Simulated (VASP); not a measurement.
## Cu: relaxation of shape and atoms at fixed volume with PBEsol

Crystal: Cu.

```
Cu
1.0
    -1.45940    1.45940    1.37347
     1.45940   -1.45940    1.37347
     1.45940    1.45940   -1.37347
Cu
1
Cartesian
  0.0000 0.0000 0.0000
```

```yaml
Program: VASP 6.6.1
Task: relaxation of shape and atoms at fixed volume
Functional: PBEsol
Potentials_or_basis: VASP PAW PBE potentials, release 64 (Cu)
Cutoff: 600 eV
k_mesh: 20 × 20 × 20
Occupations: gaussian, width 0.1 eV
Spin: no spin polarisation
Dipole_correction: no
Further_INCAR_settings: ALGO = Fast; EDIFF = 1e-06; IBRION = 2; EDIFFG = -0.01; NSW = 50; ISIF = 4
```

```
Pressure after relaxing : -3.3 GPa
Band gap on the k mesh  : zero (an odd number of electrons rules out a gap without spin polarisation)
```

Stress tensor (GPa, compression positive):
```
-3.24  0.00  0.00
 0.00 -3.24  0.00
 0.00  0.00 -3.39
```

Final structure:
```
Cu
1.0
    -1.45940    1.45940    1.37347
     1.45940   -1.45940    1.37347
     1.45940    1.45940   -1.37347
Cu
1
Direct
  0.00000 0.00000 0.00000
```

Levels at points of the mesh, in eV from the Fermi level:
```
           k point  band 3  band 4  band 5  band 6  band 7  band 8  band 9
(0.00, 0.00, 0.00)   -3.03   -3.03   -2.24   -1.98   24.47   24.47   26.26
(0.50, 0.00, 0.00)   -2.12   -1.87   -1.35   -0.47    4.63   17.06   17.07
(0.50, 0.50, 0.00)   -2.32   -2.05   -1.38   -0.93    3.96   18.66   18.87
(0.50, 0.50, 0.50)   -1.54   -1.54   -1.48    7.46    7.46    9.79   13.08
```

Wall time 47 s on 1 thread of Intel(R) Xeon(R) Platinum 8559C (Emerald Rapids) (shared host), peak memory 0.2 GiB.

Caveat: the relaxation stopped at its first step, so nothing moved; the PAW data sets were made with another functional, which shifts forces and pressure a little.
